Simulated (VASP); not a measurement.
Wanted: the native input for a VASP 6.6.1 run.

```
Task                   : single point
Functional             : PBE
Potentials or basis    : VASP PAW PBE potentials, release 64 (Si, F)
Cutoff                 : 520 eV
k mesh                 : 8 × 8 × 8
Occupations            : gaussian, width 0.02 eV
Spin                   : no spin polarisation
Dipole correction      : no
Further INCAR settings : ALGO = Normal; EDIFF = 1e-07; NBANDS = 16
```

The structure of SiF2 lies in POSCAR:

```
SiF2
1.0
    0.0000000000      2.7200913787      2.7200913787
    2.7200913787      0.0000000000      2.7200913787
    2.7200913787      2.7200913787      0.0000000000
Si F
1 2
Direct
    0.0000000000      0.0000000000      0.0000000000
    0.2500000000      0.2500000000      0.2500000000
    0.7500000000      0.7500000000      0.7500000000
```

The input as run:

INCAR

```
PREC = Accurate
ENCUT = 520
EDIFF = 1E-7
ISMEAR = 0
SIGMA = 0.02
LREAL = F
LASPH = T
NELM = 60
ALGO = Normal
ISIF = 2
LWAVE = F
LCHARG = F
GGA = PE
NBANDS = 16
```

KPOINTS

```
Automatic mesh
0
Gamma
  8 8 8
```

Potentials or basis: VASP PAW PBE potentials, release 64 (Si, F).

Run with:

```bash
$ cat potpaw_PBE.64/Si/POTCAR potpaw_PBE.64/F/POTCAR > POTCAR
$ mpirun -np 1 vasp_std > vasp.out
```

It gave:

The pressure is -0.3 GPa. The band gap on the k mesh is 2.99 eV, indirect (least direct gap 3.30 eV).

Wall time 27 s on 1 thread of Intel(R) Xeon(R) Platinum 8488C (Sapphire Rapids) (shared host), peak memory 0.16 GiB.
